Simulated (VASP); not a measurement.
Here is a VASP 6.6.1 calculation.

INCAR

```
SYSTEM = CaO
ALGO = Normal
EDIFF = 1E-6
ENCUT = 600
GGA = PE
GGA_COMPAT = .FALSE.
ISIF = 2
ISMEAR = 0
LASPH = .TRUE.
LCHARG = .TRUE.
LELF = .TRUE.
LREAL = .FALSE.
LVHAR = .TRUE.
LWAVE = .FALSE.
NBANDS = 15
NELM = 120
PREC = Accurate
SIGMA = 0.02
```

Contents of KPOINTS:

```
k-points
0
G
  8 8 8
  0 0 0
```

File POSCAR:

```
CaO
1.0
    0.0000000000      2.4153650891      2.4153650891
    2.4153650891      0.0000000000      2.4153650891
    2.4153650891      2.4153650891      0.0000000000
Ca O
1 1
Direct
    0.0000000000      0.0000000000      0.0000000000
    0.5000000000      0.5000000000      0.5000000000
```

Potentials or basis: VASP PAW PBE potentials, release 64 (Ca_sv, O).

Run with:

```bash
$ cat potpaw_PBE.64/Ca_sv/POTCAR potpaw_PBE.64/O/POTCAR > POTCAR
$ mpirun -np 1 vasp_std > vasp.out
```

(1) Estimate the band gap on the k mesh.

(2) What does it give for the pressure?

## Answers

(1) 3.64 eV, indirect (least direct gap 4.02 eV).

(2) 0.4 GPa.
